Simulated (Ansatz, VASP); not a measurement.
One calculation of In, two programs

The input POSCAR:

```
In
1.0
   -1.5934921500      1.5934921500      2.4445111300
    1.5934921500     -1.5934921500      2.4445111300
    1.5934921500      1.5934921500     -2.4445111300
In
1
Direct
    0.0000000000      0.0000000000      0.0000000000
```

File INCAR.step1:

```
PREC = Accurate ; ENCUT = 520
ISMEAR = -1 ; SIGMA = 0.0438
LREAL = False ; LASPH = True
NELM = 100 ; NBANDS = 12
GGA = PE ; ALGO = Normal
EDIFF = 1E-4 ; LWAVE = True
LCHARG = False
```

Contents of INCAR.step2:

```
PREC = Accurate ; ENCUT = 520
EDIFF = 1E-6 ; ISMEAR = -1
SIGMA = 0.0438 ; LREAL = False
LASPH = True ; NELM = 100
ALGO = Normal ; ISIF = 2
LWAVE = False ; LCHARG = True
METAGGA = R2SCAN ; LMIXTAU = True
LELF = True ; LVHAR = True
NBANDS = 12 ; ISTART = 1
```

Contents of KPOINTS:

```
regular mesh
0
Gamma
  15 15 15
```

Input for Ansatz:

```yaml
crystal:
  lattice:
    - [-1.59349215, 1.59349215, 2.44451113]
    - [1.59349215, -1.59349215, 2.44451113]
    - [1.59349215, 1.59349215, -2.44451113]
  atoms:
    - { symbol: In, position: [0.0, 0.0, 0.0] }
  symmetry: { tolerance: 0.0003 }
kpoints:
  mp_grid: { grid: [15, 15, 15], shift: [0, 0, 0] }
  band_path:
    path:
      - [0.0, 0.0, 0.0]
      - [0.0, 0.0, 0.5]
      - [0.25, 0.25, 0.25]
      - [0.0, 0.5, 0.0]
      - [0.0, 0.0, 0.0]
      - [0.5, 0.5, -0.5]
      - [0.35623211, 0.64376789, -0.35623211]
      - [-0.35623211, 0.35623211, 0.35623211]
      - [0.0, 0.0, 0.0]
      - [0.0, 0.0, 0.5]
      - [-0.21246423, 0.21246423, 0.5]
    npoints: 14
magnetization:
  spin_polarized: false
scf:
  occupations: { method: fermi_dirac, width: 0.0438 }
  lower_state_search: "off"
  max_iter: 200
hamiltonian:
  pseudopotentials: { kind: paw }
  xc: r2scan
basis:
  ecutwfc: 500
  fft_grid_basis: typed
output:
  forces: true
  stress: true
  eigenvalues: true
  bader: true
  populations: true
  elf: true
  write_potential: true
  volumetric_format: npy
  dos:
    e_range: [-12, 8]
    de: 0.05
    projected: { site_lists: { In: [In] } }
  write_density: true
checkpoint:
  read: saved_state
```

Alike in both runs: task single point; functional r2SCAN; k mesh 15 × 15 × 15; occupations fermi-dirac, width 0.0438 eV; no spin polarisation.

|  | VASP | Ansatz |
| --- | --- | --- |
| version | VASP 6.6.1 | Ansatz 0.2.0 |
| potentials or method | VASP PAW PBE potentials, release 64 (In_d), cutoff 520 eV | PAW plane waves |
| valence electrons in the cell | 13 | 13 |

|  | VASP | Ansatz | Ansatz less VASP |
| --- | --- | --- | --- |
| pressure (GPa) | 2.8 | 2.7 | -0.05 |
| traceless stress, the component that is largest in VASP (GPa) | -0.45 | -0.46 | -0.003 |

VASP's potentials were made for PBE, not for r2SCAN.
